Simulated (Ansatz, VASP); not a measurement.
# One calculation of KMgF3, two programs

File INCAR:

```
SYSTEM = KMgF3
ALGO     = Normal         ! electronic algorithm
EDIFF    = 1E-6           ! SCF threshold, eV
ENCUT    = 520            ! plane-wave cutoff, eV
ISIF     = 2              ! what is computed and relaxed
ISMEAR   = 0              ! smearing method
LASPH    = .True.         ! aspherical terms in the spheres
LCHARG   = .False.        ! write CHGCAR
LREAL    = .False.        ! projectors in reciprocal space
LWAVE    = .False.        ! write WAVECAR
NBANDS   = 24             ! bands
NELM     = 100            ! most SCF steps
PREC     = Accurate       ! precision mode
SIGMA    = 0.05           ! smearing width, eV
```

File KPOINTS:

```
k-points
0
Gamma
  6 6 6
  0 0 0
```

The input POSCAR:

```
KMgF3
1.0
    3.9973946675     -0.2103891930     -0.2103891930
   -0.2103891930      3.9973946675     -0.2103891930
   -0.2103891930     -0.2103891930      3.9973946675
K Mg F
1 1 3
Direct
    0.5000000000      0.5000000000      0.5000000000
    0.0000000000      0.0000000000      0.0000000000
    0.5000000000      0.0000000000      0.0000000000
    0.0000000000      0.5000000000      0.0000000000
    0.0000000000      0.0000000000      0.5000000000
```

Input for Ansatz:

```yaml
crystal:
  lattice:
    - [3.9973946675, -0.210389193, -0.210389193]
    - [-0.210389193, 3.9973946675, -0.210389193]
    - [-0.210389193, -0.210389193, 3.9973946675]
  atoms:
    - { symbol: K, position: [0.5, 0.5, 0.5] }
    - { symbol: Mg, position: [0.0, 0.0, 0.0] }
    - { symbol: F, position: [0.5, 0.0, 0.0] }
    - { symbol: F, position: [0.0, 0.5, 0.0] }
    - { symbol: F, position: [0.0, 0.0, 0.5] }
basis:
  ecutwfc: 420
kpoints:
  mp_grid: { grid: [6, 6, 6] }
hamiltonian:
  xc: lda
scf:
  occupations: { method: gaussian, width: 0.05 }
output:
  forces: true
  stress: true
  eigenvalues: true
```

Alike in both runs: task single point; functional LDA; k mesh 6 × 6 × 6; occupations gaussian, width 0.05 eV; no spin polarisation.

|  | VASP | Ansatz |
| --- | --- | --- |
| version | VASP 6.6.1 | Ansatz 0.2.0 |
| potentials or method | VASP PAW LDA potentials, release 64 (K_sv, Mg, F), cutoff 520 eV | scalar-relativistic, plane waves, PAW |
| valence electrons in the cell | 32 | 40 |

|  | VASP | Ansatz | Ansatz less VASP |
| --- | --- | --- | --- |
| gap on the k mesh at the Fermi level (eV) | 6.68 | 6.70 | +0.028 |
| least direct gap on the mesh (eV) | 6.79 | 6.81 | +0.029 |
| pressure (GPa) | -4.7 | -3.9 | +0.83 |
| traceless stress, the component that is largest in VASP (GPa) | 4.85 | 4.81 | -0.045 |

LDA's correlation is that of Perdew and Zunger in VASP and of Perdew and Wang (1992) in Ansatz. VASP's potentials hold 32 valence electrons a cell and Ansatz's 40, so a difference there can come from the potentials and not from the codes.
